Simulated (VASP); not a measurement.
# BiB2 in VASP: single point with PBE+D3(BJ)

Aim: the single point of BiB2 with PBE+D3(BJ).

All numbers are computed with VASP 6.6.1; they aren't measurements. Logs are shortened: lines on timing, memory, paths and dates and some standing lists are left out, and cuts for length are marked.

## Step 1: The cell of the first run

The cell holds a sheet with vacuum, 6 atoms: a = 3.299 Å, b = 3.299 Å, c = 19.000 Å, α = 90.00°, β = 90.00°, γ = 120.00°.

## Step 2: Single point, PBE+D3(BJ)

The input, INCAR:

```
SYSTEM = BiB2
PREC = Accurate
ENCUT = 520
EDIFF = 1E-7
ISMEAR = 0
SIGMA = 0.1
LREAL = .False.
LASPH = .True.
NELM = 80
ALGO = Normal
ISIF = 2
LWAVE = .False.
LCHARG = .False.
LDIPOL = .True.
IDIPOL = 3
DIPOL = 0.5 0.5 0.500
GGA = PE
IVDW = 12
NBANDS = 30
```

The input, KPOINTS:

```
regular mesh
0
Gamma
  6 6 1
  0 0 0
```

The input, POSCAR:

```
BiB2
1.0
    3.2989914200      0.0000000000      0.0000000000
   -1.6494957100      2.8570103800      0.0000000000
    0.0000000000      0.0000000000     19.0000000000
B Bi
4 2
Direct
    0.3333333300      0.6666666700      0.3818729100
    0.6666666700      0.3333333300      0.3818729100
    0.3333333300      0.6666666700      0.6181270900
    0.6666666700      0.3333333300      0.6181270900
    0.0000000000      0.0000000000      0.4147368400
    0.0000000000      0.0000000000      0.5852631600
```

Potentials or basis: VASP PAW PBE potentials, release 64 (B, Bi_d).

Started as:

```
> cat potpaw_PBE.64/B/POTCAR potpaw_PBE.64/Bi_d/POTCAR > POTCAR
> mpirun -np 1 vasp_std > vasp.out
```

OUTCAR:

```text
SYSTEM = BiB2
   PREC = Accurate
   ENCUT = 520
   EDIFF = 1E-7
   ISMEAR = 0
   LREAL = .False.
   LASPH = .True.
   NELM = 80
   ISIF = 2
   GGA = PE
   IVDW = 12
 IVDW          = 12

 ion  position               nearest neighbor table
   1  0.333  0.667  0.382-   2 1.90   2 1.90   2 1.90   5 2.00   5 2.00   5 2.00
   2  0.667  0.333  0.382-   1 1.90   1 1.90   1 1.90   5 2.00   5 2.00   5 2.00
   3  0.333  0.667  0.618-   4 1.90   4 1.90   4 1.90   6 2.00   6 2.00   6 2.00
   4  0.667  0.333  0.618-   3 1.90   3 1.90   3 1.90   6 2.00   6 2.00   6 2.00
   5  0.000  0.000  0.415-   1 2.00   2 2.00   2 2.00   1 2.00   2 2.00   1 2.00   6 3.24
   6  0.000  0.000  0.585-   3 2.00   4 2.00   4 2.00   3 2.00   4 2.00   3 2.00   5 3.24

  LATTYP: Found a hexagonal cell.
 ALAT       =     3.2989914200
 C/A-ratio  =     5.7593359852

  Lattice vectors:

 A1 = (   3.2989914200,   0.0000000000,   0.0000000000)
 A2 = (  -1.6494957100,   2.8570103800,   0.0000000000)
 A3 = (   0.0000000000,   0.0000000000,  19.0000000000)

Analysis of symmetry for initial positions (statically):
=====================================================================
 Subroutine PRICEL returns:
 Original cell was already a primitive cell.

 Routine SETGRP: Setting up the symmetry group for a
 hexagonal supercell.

 Subroutine GETGRP returns: Found 24 space group operations
 (whereof 24 operations were pure point group operations)
 out of a pool of 24 trial point group operations.

The static configuration has the point symmetry D_6h.

Analysis of symmetry for dynamics (positions and initial velocities):
=====================================================================
 Subroutine PRICEL returns:
 Original cell was already a primitive cell.

 Routine SETGRP: Setting up the symmetry group for a
 hexagonal supercell.

 Subroutine GETGRP returns: Found 24 space group operations
 (whereof 24 operations were pure point group operations)
 out of a pool of 24 trial point group operations.

The dynamic configuration has the point symmetry D_6h.

 Subroutine INISYM returns: Found 24 space group operations
 (whereof 24 operations are pure point group operations),
 and found     1 'primitive' translations

----------------------------------------------------------------------------------------

                                     Primitive cell

  volume of cell :     179.0798

  direct lattice vectors                    reciprocal lattice vectors
     3.298991420  0.000000000  0.000000000     0.303122947  0.175008115  0.000000000
    -1.649495710  2.857010380  0.000000000     0.000000000  0.350016229  0.000000000
     0.000000000  0.000000000 19.000000000     0.000000000  0.000000000  0.052631579

  length of vectors
     3.298991420  3.298991423 19.000000000     0.350016230  0.350016229  0.052631579

  position of ions in fractional coordinates (direct lattice)
     0.333333330  0.666666670  0.381872910
     0.666666670  0.333333330  0.381872910
     0.333333330  0.666666670  0.618127090
     0.666666670  0.333333330  0.618127090
     0.000000000  0.000000000  0.414736840
     0.000000000  0.000000000  0.585263160

  ion indices of the primitive-cell ions
   primitive index   ion index
                 1           1
                 2           2
                 3           3
                 4           4
                 5           5
                 6           6

----------------------------------------------------------------------------------------

 KPOINTS: regular mesh

Automatic generation of k-mesh.
 Grid dimensions read from file:
 generate k-points for:    6    6    1

 Generating k-lattice:

  Cartesian coordinates                     Fractional coordinates (reciprocal lattice)
     0.050520491  0.029168019  0.000000000     0.166666667 -0.000000000  0.000000000
     0.000000000  0.058336038  0.000000000     0.000000000  0.166666667  0.000000000
     0.000000000  0.000000000  0.052631579     0.000000000  0.000000000  1.000000000

  Length of vectors
     0.058336038  0.058336038  0.052631579

  Shift w.r.t. Gamma in fractional coordinates (k-lattice)
     0.000000000  0.000000000  0.000000000

 Subroutine IBZKPT returns following result:
 ===========================================

 Found      7 irreducible k-points:

 Following reciprocal coordinates:
            Coordinates               Weight
  0.000000  0.000000  0.000000      1.000000
  0.166667  0.000000  0.000000      6.000000
  0.333333  0.000000  0.000000      6.000000
  0.500000  0.000000  0.000000      3.000000
  0.166667  0.166667  0.000000      6.000000
  0.333333  0.166667  0.000000     12.000000
  0.333333  0.333333  0.000000      2.000000
   k-points           NKPTS =      7   k-points in BZ     NKDIM =      7   number of bands    NBANDS=     30
   number of dos      NEDOS =    301   number of ions     NIONS =      6
   total plane-waves  NPLWV = 112896
   dimension x,y,z NGX =    28 NGY =   28 NGZ =  144
   dimension x,y,z NGXF=    56 NGYF=   56 NGZF=  288
   ions per type =               4   2
   NGX,Y,Z   is equivalent  to a cutoff of  14.11, 14.11, 12.60 a.u.
   NGXF,Y,Z  is equivalent  to a cutoff of  28.22, 28.22, 25.20 a.u.
 SYSTEM =  BiB2
   PREC   = accura    normal or accurate (medium, high low for compatibility)
   ISTART =      0    job   : 0-new  1-cont  2-samecut
   ICHARG =      2    charge: 1-file 2-atom 10-const
   ISPIN  =      1    spin polarized calculation?
   LNONCOLLINEAR =      F non collinear calculations
   LSORBIT =      F    spin-orbit coupling
   LASPH  =      T    aspherical Exc in radial PAW
   ENCUT  =  520.0 eV  38.22 Ry    6.18 a.u.   6.13  6.13 35.33*2*pi/ulx,y,z
   NELM   =     80;   NELMIN=  2; NELMDL= -5     # of ELM steps
   EDIFF  = 0.1E-06   stopping-criterion for ELM
   LREAL  =      F    real-space projection
   EDIFFG = 0.1E-05   stopping-criterion for IOM
   NSW    =      0    number of steps for IOM
   IBRION =     -1    ionic relax: 0-MD 1-quasi-New 2-CG
   NFREE  =      0    steps in history (QN), initial steepest desc. (CG)
   ISIF   =      2    stress and relaxation
   ISYM   =      2    0-nonsym 1-usesym 2-fastsym
   POTIM  = 0.5000    time-step for ionic-motion
   TEBEG  =    0.0;   TEEND  =   0.0 temperature during run
   PSTRESS=    0.0 pullay stress
   NELECT =      42.0000    total number of electrons
   NUPDOWN=      -1.0000    fix difference up-down
   EMIN   =  10.00;   EMAX   =-10.00  energy-range for DOS
   EFERMI =   0.00;   METHOD = LEGACY
   ISMEAR =     0;   SIGMA  =   0.10  broadening in eV -4-tet -1-fermi 0-gaus
   EFERMI_NEDOS =   21; number of points for ismear=-14 and -15
   IALGO  =     38    algorithm
   IMIX   =      4    mixing-type and parameters
     AMIX     =   0.40;   BMIX     =  1.00
     AMIX_MAG =   1.60;   BMIX_MAG =  1.00
  volume/ion in A,a.u.               =      29.85       201.42
  Fermi-wavevector in a.u.,A,eV,Ry     =   1.009584  1.907837 13.867868  1.019260
  Thomas-Fermi vector in A             =   2.142521
   LORBIT       =      0    0 simple, 1 ext, 2 COOP (PROOUT), +10 PAW based schemes
   GGA     = PE    functional components
   LHFCALC =     F    Hartree Fock is set to
   AEXX    =    0.0000 exact exchange contribution
   IVDW    =    12    specifies the selected vdW correction
   LEPSILON=     F    determine dielectric tensor
   LRPA    =     F    only Hartree local field effects (RPA)
 non-spin polarized calculation
 Gauss-broadening in eV      SIGMA  =   0.10
  energy-cutoff  :      520.00
  volume of cell :      179.08
 maximum number of plane-waves:      4854
 NGX is ok and might be reduce to    28
   NGX = 13   NGY = 13   NGZ = 71

 number of electron      42.0000007 magnetization

 dipolmoment           0.000000      0.000000      0.000000 electrons x Angstroem

 Free energy of the ion-electron system (eV)
  ---------------------------------------------------
  ext. energy  EPLUGINS =         0.00000000
  ---------------------------------------------------
  free energy    TOTEN  =        -7.28071276 eV

  energy without entropy =       -7.26233497  energy(sigma->0) =       -7.27152386

 E-fermi :   1.9062     XC(G=0):  -5.2409

 val. band max:        1.7865362310   @ k =   0.0000   0.0000   0.0000
 cond. band min:       1.9350343958   @ k =   0.1667   0.1667   0.0000
 fundamental gap:      0.1484981648
 Fermi energy:         1.9061707948

 k-point     1 :       0.0000    0.0000    0.0000
  band No.  band energies     occupation
      1     -23.6239      2.00000
      2     -23.6239      2.00000
      3     -23.6190      2.00000
      4     -23.6190      2.00000
      5     -23.4203      2.00000
      6     -23.3401      2.00000
[... 22 lines left out ...]
     29       6.6808      0.00000
     30       7.0845      0.00000

 k-point     2 :       0.1667    0.0000    0.0000
  band No.  band energies     occupation
      1     -23.6404      2.00000
      2     -23.6333      2.00000
      3     -23.5052      2.00000
      4     -23.5008      2.00000
      5     -23.3012      2.00000
      6     -23.2161      2.00000
[... 22 lines left out ...]
     29       6.7620      0.00000
     30       6.9766      0.00000

 k-point     3 :       0.3333    0.0000    0.0000
  band No.  band energies     occupation
      1     -23.6936      2.00000
      2     -23.6829      2.00000
      3     -23.2531      2.00000
      4     -23.2492      2.00000
      5     -23.1300      2.00000
      6     -23.0786      2.00000
[... 22 lines left out ...]
     29       7.0788      0.00000
     30       7.5089      0.00000

 k-point     4 :       0.5000    0.0000    0.0000
  band No.  band energies     occupation
      1     -23.7218      2.00000
      2     -23.7099      2.00000
      3     -23.1623      2.00000
      4     -23.1155      2.00000
      5     -23.1086      2.00000
      6     -23.1058      2.00000
[... 22 lines left out ...]
     29       8.7193      0.00000
     30       8.9559      0.00000

 k-point     5 :       0.1667    0.1667    0.0000
  band No.  band energies     occupation
      1     -23.6056      2.00000
      2     -23.6000      2.00000
      3     -23.4110      2.00000
      4     -23.3954      2.00000
      5     -23.1278      2.00000
      6     -23.0663      2.00000
[... 22 lines left out ...]
     29       7.2704      0.00000
     30       7.6744      0.00000

 k-point     6 :       0.3333    0.1667    0.0000
  band No.  band energies     occupation
      1     -23.5942      2.00000
      2     -23.5853      2.00000
      3     -23.2374      2.00000
      4     -23.2279      2.00000
      5     -23.1308      2.00000
      6     -23.0862      2.00000
[... 22 lines left out ...]
     29       8.2390      0.00000
     30       8.8900      0.00000

 k-point     7 :       0.3333    0.3333    0.0000
  band No.  band energies     occupation
      1     -23.3655      2.00000
      2     -23.3655      2.00000
      3     -23.3608      2.00000
      4     -23.3608      2.00000
      5     -23.0910      2.00000
      6     -23.0910      2.00000
[... 22 lines left out ...]
     29       7.1517      0.00000
     30       7.1517      0.00000

------------------------ aborting loop because EDIFF is reached ----------------------------------------

 vacuum level on the upper side and lower side of the slab       (xc-potential included)        -0.116        -0.116

 Edisp (eV)   -1.70922

 E8    (eV) :    -0.7736

  FORCE on cell =-STRESS in cart. coord.  units (eV):
  Direction    XX          YY          ZZ          XY          YZ          ZX
  --------------------------------------------------------------------------------------
  -------------------------------------------------------------------------------------
  Total      68.98123    68.98123    19.29740     0.00000     0.00000     0.00000
  in kB     617.15598   617.15598   172.64848     0.00000     0.00000     0.00000
  external pressure =      468.99 kB  Pullay stress =        0.00 kB

 VOLUME and BASIS-vectors are now :
 -----------------------------------------------------------------------------
  energy-cutoff  :      520.00
  volume of cell :      179.08
      direct lattice vectors                 reciprocal lattice vectors
     3.298991420  0.000000000  0.000000000     0.303122947  0.175008115  0.000000000
    -1.649495710  2.857010380  0.000000000     0.000000000  0.350016229  0.000000000
     0.000000000  0.000000000 19.000000000     0.000000000  0.000000000  0.052631579

 POSITION                                       TOTAL-FORCE (eV/Angst)
 -----------------------------------------------------------------------------------
     -0.00000      1.90467      7.25559         0.000000     -0.000000     -7.052671
      1.64950      0.95234      7.25559        -0.000000      0.000000     -7.052671
     -0.00000      1.90467     11.74441        -0.000000     -0.000000      7.052671
      1.64950      0.95234     11.74441         0.000000      0.000000      7.052671
      0.00000      0.00000      7.88000         0.000000      0.000000     13.559641
      0.00000      0.00000     11.12000         0.000000     -0.000000    -13.559641
 -----------------------------------------------------------------------------------
    total drift:                               -0.000000     -0.000000      0.000000

  FREE ENERGIE OF THE ION-ELECTRON SYSTEM (eV)
  ---------------------------------------------------
  free  energy   TOTEN  =        -8.9899334178 eV

  energy  without entropy=       -8.9715556292  energy(sigma->0) =       -8.98074452

 vacuum level on the upper side and lower side of the slab         6.132         6.132
```

Run time: 3.2 min. Hardware: 1 thread of Intel Xeon 8259CL, shared host; peak memory 0.33 GiB.

What came out:

| Quantity | Value |
| --- | --- |
| Free energy | -8.9899 eV |
| Largest force | 13.560 eV/Å |
| Band gap on the k mesh | zero (bands 21 and 22 overlap by 2.21 eV) |
| Dispersion energy per atom | -0.285 eV |

Forces in eV/Å, atoms in the order of the input:
```
B     0.000   0.000  -7.053
B     0.000   0.000  -7.053
B     0.000   0.000   7.053
B     0.000   0.000   7.053
Bi    0.000   0.000  13.560
Bi    0.000   0.000 -13.560
```

Caveat: the k points lie up to 0.37 Å⁻¹ apart, too coarse for converged energies and pressures of a metal; spin-orbit coupling is left out, which moves the levels of the heavy elements.
